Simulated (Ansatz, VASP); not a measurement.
One calculation of Ta2Bi2O, two programs

Contents of INCAR:

```
SYSTEM = Ta2Bi2O
PREC     = Accurate       ! precision mode
ENCUT    = 520            ! plane-wave cutoff, eV
EDIFF    = 1E-7           ! SCF threshold, eV
ISMEAR   = 0              ! smearing method
SIGMA    = 0.1            ! smearing width, eV
LREAL    = .FALSE.        ! projectors in reciprocal space
LASPH    = .TRUE.         ! aspherical terms in the spheres
NELM     = 150            ! most SCF steps
ALGO     = Normal         ! electronic algorithm
ISIF     = 2              ! what is computed and relaxed
LWAVE    = .FALSE.        ! write WAVECAR
LCHARG   = .FALSE.        ! write CHGCAR
ISPIN    = 2              ! spin polarisation
MAGMOM   = 1 1 0 0 0      ! initial moments
LORBIT   = 11             ! projections on sites
LMAXMIX  = 4              ! l up to which the mixer works
GGA      = PE             ! functional
NBANDS   = 41             ! bands
```

The input KPOINTS:

```
regular mesh
0
G
  6 6 2
  0 0 0
```

POSCAR

```
Ta2Bi2O
1.0
    4.2614723900      0.0000000000      0.0000000000
   -2.1307362000      3.6905433500      0.0000000000
    0.0000000000      0.0000000000      7.5537476000
Ta Bi O
2 2 1
Direct
    0.3333333300      0.6666666700      0.3601024500
    0.3333333300      0.6666666700      0.6398975500
    0.6666666700      0.3333333300      0.0000000000
    0.0000000000      0.0000000000      0.5000000000
    0.6666666700      0.3333333300      0.5000000000
```

Input for Ansatz:

```yaml
crystal:
  lattice:
    - [4.26147239, 0.0, 0.0]
    - [-2.1307362, 3.69054335, 0.0]
    - [0.0, 0.0, 7.5537476]
  atoms:
    - { symbol: Ta, position: [0.33333333, 0.66666667, 0.36010245], spin: 1.0 }
    - { symbol: Ta, position: [0.33333333, 0.66666667, 0.63989755], spin: 1.0 }
    - { symbol: Bi, position: [0.66666667, 0.33333333, 0.0] }
    - { symbol: Bi, position: [0.0, 0.0, 0.5] }
    - { symbol: O, position: [0.66666667, 0.33333333, 0.5] }
basis:
  ecutwfc: 420
kpoints:
  mp_grid: { grid: [6, 6, 2] }
hamiltonian:
  xc: pbe
scf:
  occupations: { method: gaussian, width: 0.1 }
  lower_state_search: "off"
output:
  forces: true
  stress: true
  eigenvalues: true
  populations: true
magnetization:
  spin_polarized: true
```

Alike in both runs: task single point; functional PBE; k mesh 6 × 6 × 2; occupations gaussian, width 0.1 eV; collinear spin.

|  | VASP | Ansatz |
| --- | --- | --- |
| version | VASP 6.6.1 | Ansatz 0.2.0 |
| potentials or method | VASP PAW PBE potentials, release 64 (Ta_pv, Bi_d, O), cutoff 520 eV | scalar-relativistic, plane waves, PAW |
| valence electrons in the cell | 58 | 62 |

VASP gave:

- gap on the k mesh at the Fermi level (eV): none
- pressure (GPa): 20.3
- traceless stress, the component that is largest in VASP (GPa): 5.20
- rms of the force components (eV/Å): 4.012
- net moment per atom (μB): 0.00

Problem. Which values does Ansatz return?

Solution. gap on the k mesh at the Fermi level (eV): none; pressure (GPa): 20.0; traceless stress, the component that is largest in VASP (GPa): 4.68; rms of the force components (eV/Å): 3.897; net moment per atom (μB): 0.00.

Atom by atom the forces differ by 0.115 eV/Å (rms over components). A gap of «none» marks a metal or a gap that the smearing closes. VASP's potentials hold 58 valence electrons a cell and Ansatz's 62, so a difference there can come from the potentials and not from the codes. Ansatz's warnings: seeded moment not kept.

The k mesh is coarse, so the values compare programs but aren't converged. Neither program's run includes spin-orbit coupling.
